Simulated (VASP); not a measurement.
Input of a VASP 6.6.1 run:

INCAR

```
PREC = Accurate ; ENCUT = 520
EDIFF = 1E-6 ; ISMEAR = -1
SIGMA = 0.05 ; LREAL = F
LASPH = T ; NELM = 80
ALGO = Normal ; ISIF = 2
LWAVE = F ; LCHARG = F
GGA = PE ; NBANDS = 14
```

KPOINTS

```
Automatic mesh
0
Gamma
  8 8 8
```

Contents of POSCAR:

```
NaCl
1.0
    3.5021900000      0.0000000000      0.0000000000
    0.0000000000      3.5021900000      0.0000000000
    0.0000000000      0.0000000000      3.5021900000
Cl Na
1 1
Direct
    0.4982630000      0.4963960000      0.5019420000
   -0.0092900000      0.0014830000     -0.0073130000
```

Potentials or basis: VASP PAW PBE potentials, release 64 (Cl, Na_pv).

Run with:

```sh
$ cat potpaw_PBE.64/Cl/POTCAR potpaw_PBE.64/Na_pv/POTCAR > POTCAR
$ mpirun -np 1 vasp_std > vasp.out
```

**Question.** Predict the largest force.

**Answer.** 0.015 eV/Å.

**Question.** Predict the pressure.

**Answer.** 0.1 GPa.

**Question.** Estimate the band gap on the k mesh.

**Answer.** 3.98 eV, indirect (least direct gap 4.47 eV).

Forces on the atoms (eV/Å):
```
Cl  -0.009  0.006 -0.011
Na   0.009 -0.006  0.011
```

Caveat: the cell differs from its parent crystal (atoms moved at random). A k mesh can miss the band edges.
